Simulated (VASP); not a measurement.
# Cu (I4/mmm) in VASP: a series of runs

Runs on Cu. Level: PBE. Tasks: single point.

All numbers are computed with VASP 6.6.1; they aren't measurements. Logs are shortened: lines on timing, memory, paths and dates and some standing lists are left out, and cuts for length are marked.

### Step 1. The cell of the first run

Symmetry: I4/mmm, No. 139, tetragonal system. The conventional cell has a = 2.572 Å, b = 2.572 Å, c = 3.615 Å, α = 90.00°, β = 90.00°, γ = 90.00°. Cu (site symmetry 4/mmm) has 12 Cu at 2.56 to 2.57 Å within 3.4 Å.

### Step 2. Single point, PBE

File INCAR:

```
PREC = Accurate ; ENCUT = 520
EDIFF = 1E-7 ; ISMEAR = 1
SIGMA = 0.1 ; LREAL = F
LASPH = T ; NELM = 60
ALGO = Fast ; ISIF = 2
LWAVE = F ; LCHARG = F
GGA = PE ; NBANDS = 18
```

File KPOINTS:

```
Automatic mesh
0
Gamma
  16 16 12
```

File POSCAR:

```
Cu
1.0
    2.5718166183      0.0000000000      0.0000000000
    0.0000000000      2.5718166183      0.0000000000
    0.0000000000      0.0000000000      3.6145157444
Cu
2
Direct
    0.0000000000      0.0000000000      0.0000000000
    0.5000000000      0.5000000000      0.5000000000
```

Potentials or basis: VASP PAW PBE potentials, release 64 (Cu).

The run is started by

```
$ cat potpaw_PBE.64/Cu/POTCAR > POTCAR
$ mpirun -np 1 vasp_std > vasp.out
```

OUTCAR:

```text
PREC = Accurate
   ENCUT = 520
   EDIFF = 1E-7
   ISMEAR = 1
   LREAL = F
   LASPH = T
   NELM = 60
   ISIF = 2
   GGA = PE

 ion  position               nearest neighbor table
   1  0.000  0.000  0.000-   2 2.56   2 2.56   2 2.56   2 2.56   2 2.56   2 2.56   2 2.56   2 2.56

   2  0.500  0.500  0.500-   1 2.56   1 2.56   1 2.56   1 2.56   1 2.56   1 2.56   1 2.56   1 2.56

  LATTYP: Found a simple tetragonal cell.
 ALAT       =     2.5718166183
 C/A-ratio  =     1.4054329219

  Lattice vectors:

 A1 = (   2.5718166183,   0.0000000000,   0.0000000000)
 A2 = (   0.0000000000,   2.5718166183,   0.0000000000)
 A3 = (   0.0000000000,   0.0000000000,   3.6145157444)

Analysis of symmetry for initial positions (statically):
=====================================================================
 Subroutine PRICEL returns following result:

  LATTYP: Found a body centered tetragonal cell.
 ALAT       =     2.5718166183
 C/A-ratio  =     1.4054329219

  Lattice vectors:

 A1 = (  -1.2859083092,  -1.2859083092,  -1.8072578722)
 A2 = (   1.2859083092,   1.2859083092,  -1.8072578722)
 A3 = (   1.2859083092,  -1.2859083092,   1.8072578722)

   2 primitive cells build up your supercell.

 Routine SETGRP: Setting up the symmetry group for a
 simple tetragonal supercell.

 Subroutine GETGRP returns: Found 16 space group operations
 (whereof 16 operations were pure point group operations)
 out of a pool of 16 trial point group operations.

The static configuration has the point symmetry D_4h.

Analysis of symmetry for dynamics (positions and initial velocities):
=====================================================================
 Subroutine PRICEL returns following result:

  LATTYP: Found a body centered tetragonal cell.
 ALAT       =     2.5718166183
 C/A-ratio  =     1.4054329219

  Lattice vectors:

 A1 = (  -1.2859083092,  -1.2859083092,  -1.8072578722)
 A2 = (   1.2859083092,   1.2859083092,  -1.8072578722)
 A3 = (   1.2859083092,  -1.2859083092,   1.8072578722)

   2 primitive cells build up your supercell.

 Routine SETGRP: Setting up the symmetry group for a
 simple tetragonal supercell.

 Subroutine GETGRP returns: Found 16 space group operations
[... 89 lines left out ...]
   NGX,Y,Z   is equivalent  to a cutoff of  12.93, 12.93, 12.88 a.u.
   NGXF,Y,Z  is equivalent  to a cutoff of  25.86, 25.86, 25.76 a.u.
 SYSTEM =  unknown system
   PREC   = accura    normal or accurate (medium, high low for compatibility)
   ISTART =      0    job   : 0-new  1-cont  2-samecut
   ICHARG =      2    charge: 1-file 2-atom 10-const
   ISPIN  =      1    spin polarized calculation?
   LNONCOLLINEAR =      F non collinear calculations
   LSORBIT =      F    spin-orbit coupling
   LASPH  =      T    aspherical Exc in radial PAW
   ENCUT  =  520.0 eV  38.22 Ry    6.18 a.u.   4.78  4.78  6.72*2*pi/ulx,y,z
   NELM   =     60;   NELMIN=  2; NELMDL= -5     # of ELM steps
   EDIFF  = 0.1E-06   stopping-criterion for ELM
   LREAL  =      F    real-space projection
   EDIFFG = 0.1E-05   stopping-criterion for IOM
   NSW    =      0    number of steps for IOM
   IBRION =     -1    ionic relax: 0-MD 1-quasi-New 2-CG
   NFREE  =      0    steps in history (QN), initial steepest desc. (CG)
   ISIF   =      2    stress and relaxation
   ISYM   =      2    0-nonsym 1-usesym 2-fastsym
   POTIM  = 0.5000    time-step for ionic-motion
   TEBEG  =    0.0;   TEEND  =   0.0 temperature during run
   PSTRESS=    0.0 pullay stress
   NELECT =      22.0000    total number of electrons
   NUPDOWN=      -1.0000    fix difference up-down
   EMIN   =  10.00;   EMAX   =-10.00  energy-range for DOS
   EFERMI =   0.00;   METHOD = LEGACY
   ISMEAR =     1;   SIGMA  =   0.10  broadening in eV -4-tet -1-fermi 0-gaus
   EFERMI_NEDOS =   21; number of points for ismear=-14 and -15
   IALGO  =     68    algorithm
   IMIX   =      4    mixing-type and parameters
     AMIX     =   0.40;   BMIX     =  1.00
     AMIX_MAG =   1.60;   BMIX_MAG =  1.00
  volume/ion in A,a.u.               =      11.95        80.67
  Fermi-wavevector in a.u.,A,eV,Ry     =   1.592352  3.009109 34.498717  2.535584
  Thomas-Fermi vector in A             =   2.690750
   LORBIT       =      0    0 simple, 1 ext, 2 COOP (PROOUT), +10 PAW based schemes
   GGA     = PE    functional components
   LHFCALC =     F    Hartree Fock is set to
   AEXX    =    0.0000 exact exchange contribution
   IVDW    =     0    specifies the selected vdW correction
   LEPSILON=     F    determine dielectric tensor
   LRPA    =     F    only Hartree local field effects (RPA)
 non-spin polarized calculation
 RMM-DIIS sequential band-by-band and
 Methfessel and Paxton  Order N= 1 SIGMA  =   0.10
  energy-cutoff  :      520.00
  volume of cell :       23.91
 maximum number of plane-waves:       664
 NGX is ok and might be reduce to    20
   NGX =  9   NGY =  9   NGZ = 13

 number of electron      21.9999943 magnetization

 Free energy of the ion-electron system (eV)
  ---------------------------------------------------
  ext. energy  EPLUGINS =         0.00000000
  ---------------------------------------------------
  free energy    TOTEN  =        -7.45662735 eV

  energy without entropy =       -7.45664190  energy(sigma->0) =       -7.45663220

 E-fermi :   7.4176     XC(G=0): -12.6559

 val. band max:        7.4082265385   @ k =   0.0000   0.0000   0.1667
 cond. band min:       7.4240872023   @ k =   0.2500   0.0625   0.3333
 fundamental gap:      0.0158606637
 Fermi energy:         7.4175920831

 k-point     1 :       0.0000    0.0000    0.0000
  band No.  band energies     occupation
      1      -1.8228      2.00000
      2       2.6332      2.00000
      3       3.0766      2.00000
      4       4.4362      2.00000
      5       4.4362      2.00000
      6       4.4655      2.00000
[... 481 lines left out ...]
      5       4.1030      2.00000
      6       4.1030      2.00000
[... 10 lines left out ...]
     17      23.4423      0.00000
     18      23.4423      0.00000

 [... further k-points ...]
[... 5 lines left out ...]
  --------------------------------------------------------------------------------------
  -------------------------------------------------------------------------------------
  Total        0.1471613      0.1471613      0.1484545      0.0000000      0.0000000      0.0000000
  in kB        9.8622062      9.8622062      9.9488706      0.0000000      0.0000000      0.0000000
  external PRESSURE =       9.8910943 kB  Pullay stress =       0.0000000 kB

 VOLUME and BASIS-vectors are now :
 -----------------------------------------------------------------------------
  energy-cutoff  :      520.00
  volume of cell :       23.91
      direct lattice vectors                 reciprocal lattice vectors
     2.571816618  0.000000000  0.000000000     0.388830212  0.000000000  0.000000000
     0.000000000  2.571816618  0.000000000     0.000000000  0.388830212  0.000000000
     0.000000000  0.000000000  3.614515744     0.000000000  0.000000000  0.276662234

 POSITION                                       TOTAL-FORCE (eV/Angst)
 -----------------------------------------------------------------------------------
      0.00000      0.00000      0.00000        -0.000000     -0.000000      0.000000
      1.28591      1.28591      1.80726         0.000000      0.000000     -0.000000
 -----------------------------------------------------------------------------------
    total drift:                                0.000000      0.000000      0.000000

  FREE ENERGIE OF THE ION-ELECTRON SYSTEM (eV)
  ---------------------------------------------------
  free  energy   TOTEN  =        -7.4566273498 eV

  energy  without entropy=       -7.4566418962  energy(sigma->0) =       -7.45663220
```

It took 69 s on 1 thread of AMD EPYC 9R45 (Zen 5), shared host; peak memory 0.19 GiB.

Results:

```yaml
Free_energy: -7.4566 eV
Pressure: 1.0 GPa
Band_gap_on_the_k_mesh: zero (band 11 reaches 13.59 eV, above the bottom of band 12 at 5.51 eV)
```

Levels at points of the mesh, in eV from the Fermi level:
```tsv
k point	band 9	band 10	band 11	band 12	band 13	band 14
(0.00, 0.00, 0.00)	-1.63	-1.47	-1.47	1.61	7.16	12.91
(0.50, 0.00, 0.00)	-2.17	-2.17	-0.32	-0.32	9.71	9.71
(0.50, 0.50, 0.00)	-1.46	-1.46	1.48	1.48	6.99	6.99
(0.00, 0.00, 0.50)	-2.33	-2.33	-1.91	-1.91	16.92	16.92
(0.50, 0.00, 0.50)	-1.60	-1.60	-0.95	-0.95	3.72	3.72
(0.50, 0.50, 0.50)	-1.48	-1.48	6.17	6.17	6.17	6.17
```

### Step 3. Single point, PBE

File INCAR:

```
PREC = Accurate ; ENCUT = 700
EDIFF = 1E-6 ; ISMEAR = 1
SIGMA = 0.1 ; LREAL = F
LASPH = T ; NELM = 120
ALGO = Normal ; ISIF = 2
LWAVE = F ; LCHARG = F
GGA = PE ; NBANDS = 26
GGA_COMPAT = F
```

KPOINTS is that of step 2.

POSCAR is that of step 2.

Potentials or basis: VASP PAW PBE potentials, release 64 (Cu_sv_GW).

The run is started by

```
$ cat potpaw_PBE.64/Cu_sv_GW/POTCAR > POTCAR
$ mpirun -np 1 vasp_std > vasp.out
```

OUTCAR:

```text
PREC = Accurate
   ENCUT = 700
   EDIFF = 1E-6
   ISMEAR = 1
   LREAL = F
   LASPH = T
   NELM = 120
   ISIF = 2
   GGA = PE

 ion  position               nearest neighbor table
   1  0.000  0.000  0.000-   2 2.56   2 2.56   2 2.56   2 2.56   2 2.56   2 2.56   2 2.56   2 2.56

   2  0.500  0.500  0.500-   1 2.56   1 2.56   1 2.56   1 2.56   1 2.56   1 2.56   1 2.56   1 2.56

  LATTYP: Found a simple tetragonal cell.
 ALAT       =     2.5718166183
 C/A-ratio  =     1.4054329219

  Lattice vectors:

 A1 = (   2.5718166183,   0.0000000000,   0.0000000000)
 A2 = (   0.0000000000,   2.5718166183,   0.0000000000)
 A3 = (   0.0000000000,   0.0000000000,   3.6145157444)

Analysis of symmetry for initial positions (statically):
=====================================================================
 Subroutine PRICEL returns following result:

  LATTYP: Found a body centered tetragonal cell.
 ALAT       =     2.5718166183
 C/A-ratio  =     1.4054329219

  Lattice vectors:

 A1 = (  -1.2859083092,  -1.2859083092,  -1.8072578722)
 A2 = (   1.2859083092,   1.2859083092,  -1.8072578722)
 A3 = (   1.2859083092,  -1.2859083092,   1.8072578722)

   2 primitive cells build up your supercell.

 Routine SETGRP: Setting up the symmetry group for a
 simple tetragonal supercell.

 Subroutine GETGRP returns: Found 16 space group operations
 (whereof 16 operations were pure point group operations)
 out of a pool of 16 trial point group operations.

The static configuration has the point symmetry D_4h.

Analysis of symmetry for dynamics (positions and initial velocities):
=====================================================================
 Subroutine PRICEL returns following result:

  LATTYP: Found a body centered tetragonal cell.
 ALAT       =     2.5718166183
 C/A-ratio  =     1.4054329219

  Lattice vectors:

 A1 = (  -1.2859083092,  -1.2859083092,  -1.8072578722)
 A2 = (   1.2859083092,   1.2859083092,  -1.8072578722)
[... 119 lines left out ...]
   PSTRESS=    0.0 pullay stress
   NELECT =      38.0000    total number of electrons
   NUPDOWN=      -1.0000    fix difference up-down
   EMIN   =  10.00;   EMAX   =-10.00  energy-range for DOS
   EFERMI =   0.00;   METHOD = LEGACY
   ISMEAR =     1;   SIGMA  =   0.10  broadening in eV -4-tet -1-fermi 0-gaus
   EFERMI_NEDOS =   21; number of points for ismear=-14 and -15
   IALGO  =     38    algorithm
   IMIX   =      4    mixing-type and parameters
     AMIX     =   0.40;   BMIX     =  1.00
     AMIX_MAG =   1.60;   BMIX_MAG =  1.00
  volume/ion in A,a.u.               =      11.95        80.67
  Fermi-wavevector in a.u.,A,eV,Ry     =   1.910554  3.610424 49.664213  3.650217
  Thomas-Fermi vector in A             =   2.947363
   LORBIT       =      0    0 simple, 1 ext, 2 COOP (PROOUT), +10 PAW based schemes
   GGA     = PE    functional components
   LHFCALC =     F    Hartree Fock is set to
   AEXX    =    0.0000 exact exchange contribution
   IVDW    =     0    specifies the selected vdW correction
   LEPSILON=     F    determine dielectric tensor
   LRPA    =     F    only Hartree local field effects (RPA)
 non-spin polarized calculation
 Methfessel and Paxton  Order N= 1 SIGMA  =   0.10
  energy-cutoff  :      700.00
  volume of cell :       23.91
 maximum number of plane-waves:      1025
 NGX is ok and might be reduce to    24
   NGX = 11   NGY = 11   NGZ = 15

 number of electron      37.9999984 magnetization

 Free energy of the ion-electron system (eV)
  ---------------------------------------------------
  ext. energy  EPLUGINS =         0.00000000
  ---------------------------------------------------
  free energy    TOTEN  =        -7.58806942 eV

  energy without entropy =       -7.58811423  energy(sigma->0) =       -7.58808436

 E-fermi :   7.4186     XC(G=0): -13.2835

 val. band max:        7.4033937340   @ k =   0.5000   0.1875   0.0000
 cond. band min:       7.4276832813   @ k =   0.4375   0.1250   0.5000
 fundamental gap:      0.0242895473
 Fermi energy:         7.4185711994

 k-point     1 :       0.0000    0.0000    0.0000
  band No.  band energies     occupation
      1    -105.1050      2.00000
      2    -105.0849      2.00000
      3     -62.5265      2.00000
      4     -62.4709      2.00000
      5     -62.4709      2.00000
      6     -62.4329      2.00000
[... 685 lines left out ...]
     25      23.4113      0.00000
     26      23.4113      0.00000

 [... further k-points ...]
[... 5 lines left out ...]
  --------------------------------------------------------------------------------------
  -------------------------------------------------------------------------------------
  Total       -0.7458563     -0.7458563     -0.7464802      0.0000000      0.0000000      0.0000000
  in kB      -49.9845323    -49.9845323    -50.0263431      0.0000000      0.0000000      0.0000000
  external PRESSURE =     -49.9984693 kB  Pullay stress =       0.0000000 kB

 VOLUME and BASIS-vectors are now :
 -----------------------------------------------------------------------------
  energy-cutoff  :      700.00
  volume of cell :       23.91
      direct lattice vectors                 reciprocal lattice vectors
     2.571816618  0.000000000  0.000000000     0.388830212  0.000000000  0.000000000
     0.000000000  2.571816618  0.000000000     0.000000000  0.388830212  0.000000000
     0.000000000  0.000000000  3.614515744     0.000000000  0.000000000  0.276662234

 POSITION                                       TOTAL-FORCE (eV/Angst)
 -----------------------------------------------------------------------------------
      0.00000      0.00000      0.00000        -0.000000      0.000000     -0.000000
      1.28591      1.28591      1.80726         0.000000     -0.000000      0.000000
 -----------------------------------------------------------------------------------
    total drift:                                0.000000      0.000000     -0.000000

  FREE ENERGIE OF THE ION-ELECTRON SYSTEM (eV)
  ---------------------------------------------------
  free  energy   TOTEN  =        -7.5880694197 eV

  energy  without entropy=       -7.5881142328  energy(sigma->0) =       -7.58808436
```

OSZICAR:

```text
N       E                     dE             d eps       ncg     rms          rms(c)
DAV:   1     0.781816228984E+03    0.78182E+03   -0.27805E+04 24334   0.572E+03
DAV:   2     0.641211558041E+02   -0.71770E+03   -0.68962E+03 26144   0.136E+03
DAV:   3    -0.654679307238E+01   -0.70668E+02   -0.68821E+02 30006   0.529E+02
DAV:   4    -0.913883943558E+01   -0.25920E+01   -0.25833E+01 28676   0.979E+01
DAV:   5    -0.924010385515E+01   -0.10126E+00   -0.10125E+00 28134   0.153E+01    0.115E+01
DAV:   6    -0.872609651961E+01    0.51401E+00   -0.15568E+01 22812   0.234E+02    0.775E+00
DAV:   7    -0.761401327442E+01    0.11121E+01   -0.48387E+00 23546   0.132E+02    0.225E+00
DAV:   8    -0.758944221662E+01    0.24571E-01   -0.76889E-02 28714   0.687E+00    0.425E-01
DAV:   9    -0.758842206974E+01    0.10201E-02   -0.11870E-02 27204   0.582E+00    0.163E-01
DAV:  10    -0.758806717893E+01    0.35489E-03   -0.10597E-03 28076   0.171E+00    0.697E-03
DAV:  11    -0.758807113269E+01   -0.39538E-05   -0.19514E-05 28498   0.158E-01    0.731E-03
DAV:  12    -0.758806980314E+01    0.13296E-05   -0.65598E-07 11298   0.597E-02    0.109E-03
DAV:  13    -0.758806941974E+01    0.38340E-06   -0.23807E-07 11064   0.168E-02
   1 F= -.75880694E+01 E0= -.75880844E+01  d E =0.448131E-04
```

stdout:

```text
POSCAR found type information on POSCAR Cu
 POSCAR found :  1 types and       2 ions
 scaLAPACK will be used
 LDA part: xc-table for (Slater+PW92), standard interpolation
 POSCAR, INCAR and KPOINTS ok, starting setup
 FFT: planning ... GRIDC
 FFT: planning ... GRID_SOFT
 FFT: planning ... GRID
 WAVECAR not read
 entering main loop
```

Run time: 2.1 min. Hardware: 1 thread of Intel Xeon Platinum 8559C (Emerald Rapids), shared host; peak memory 0.39 GiB.

What came out:

- Free energy: -7.5881 eV
- Pressure: -5.0 GPa
- Band gap on the k mesh: zero (band 19 reaches 13.57 eV, above the bottom of band 20 at 5.56 eV)
